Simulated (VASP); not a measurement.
A run of VASP 6.6.1:

INCAR

```
ALGO     = Normal         # electronic algorithm
EDIFF    = 1E-7           # SCF threshold, eV
EDIFFG   = -0.002         # ionic threshold
ENCUT    = 600            # plane-wave cutoff, eV
GGA      = CA             # functional
GGA_COMPAT= False        
IBRION   = 2              # ionic algorithm
ISIF     = 3              # what is computed and relaxed
ISMEAR   = 0              # smearing method
LASPH    = True           # aspherical terms in the spheres
LCHARG   = False          # write CHGCAR
LREAL    = False          # projectors in reciprocal space
LWAVE    = False          # write WAVECAR
NELM     = 120            # most SCF steps
NELMIN   = 4            
NSW      = 100            # ionic steps
PREC     = Accurate       # precision mode
SIGMA    = 0.02           # smearing width, eV
```

File KPOINTS:

```
k-points
0
Gamma
  10 10 10
```

Contents of POSCAR:

```
AlN
1.0
    0.0000000000      2.1839935600      2.1839935600
    2.1839935600      0.0000000000      2.1839935600
    2.1839935600      2.1839935600      0.0000000000
Al N
1 1
Direct
    0.0000000000      0.0000000000      0.0000000000
    0.2500000000      0.2500000000      0.2500000000
```

Potentials or basis: VASP PAW LDA potentials, release 64 (Al, N).

Command:

```sh
$ cat potpaw_LDA.64/Al/POTCAR potpaw_LDA.64/N/POTCAR > POTCAR
$ mpirun -np 1 vasp_std > vasp.out
```

Hardware: 1 thread of Intel(R) Xeon(R) Platinum 8488C (Sapphire Rapids), with other jobs on the host.

Q: How long does it take, and how much memory?

A: It took 14 s on 1 thread of Intel(R) Xeon(R) Platinum 8488C (Sapphire Rapids), with other jobs on the host, peak memory 0.14 GiB. Counts: scf iterations 24, k points 47, ion steps 3.
